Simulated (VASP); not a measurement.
Input of a VASP 6.6.1 run:

Contents of INCAR:

```
SYSTEM = TaN
ALGO     = Normal         ! electronic algorithm
EDIFF    = 1E-6           ! SCF threshold, eV
ENCUT    = 600            ! plane-wave cutoff, eV
GGA      = PS             ! functional
GGA_COMPAT= .False.      
ISIF     = 2              ! what is computed and relaxed
ISMEAR   = 0              ! smearing method
LASPH    = .True.         ! aspherical terms in the spheres
LCHARG   = .False.        ! write CHGCAR
LREAL    = .False.        ! projectors in reciprocal space
LWAVE    = .False.        ! write WAVECAR
NBANDS   = 26             ! bands
NELM     = 120            ! most SCF steps
PREC     = Accurate       ! precision mode
SIGMA    = 0.15           ! smearing width, eV
```

File KPOINTS:

```
k-points
0
Gamma
  14 14 10
  0 0 0
```

The input POSCAR:

```
TaN
1.0
    0.0000000000     -2.1874436362     -2.1874436362
    0.0000000000      2.1874436362     -2.1874436362
    4.3748872723      0.0000000000      0.0000000000
Ta N
2 2
Direct
    0.5000000000      0.5000000000     -0.0069550590
    0.0000000000      0.0000000000      0.5069550590
    0.5000000000      0.5000000000      0.4850967589
    0.0000000000      0.0000000000      0.0149032411
```

Potentials or basis: VASP PAW PBE potentials, release 64 (Ta_sv_GW, N).

Command:

```sh
$ cat potpaw_PBE.64/Ta_sv_GW/POTCAR potpaw_PBE.64/N/POTCAR > POTCAR
$ mpirun -np 1 vasp_std > vasp.out
```

(1) Predict the pressure.

(2) What does it give for the band gap on the k mesh?

(3) Predict the largest force.

Answers

(1) 0.3 GPa.

(2) zero (band 18 reaches 15.81 eV, above the bottom of band 19 at 11.80 eV).

(3) 0.993 eV/Å.

Caveat: the cell differs from its parent crystal (mode 1 frozen in at -0.065 Å and mode 2 at +0.000 Å (largest displacements)); the PAW data sets were made with another functional, which shifts forces and pressure a little; spin-orbit coupling is left out, which moves the levels of the heavy elements.
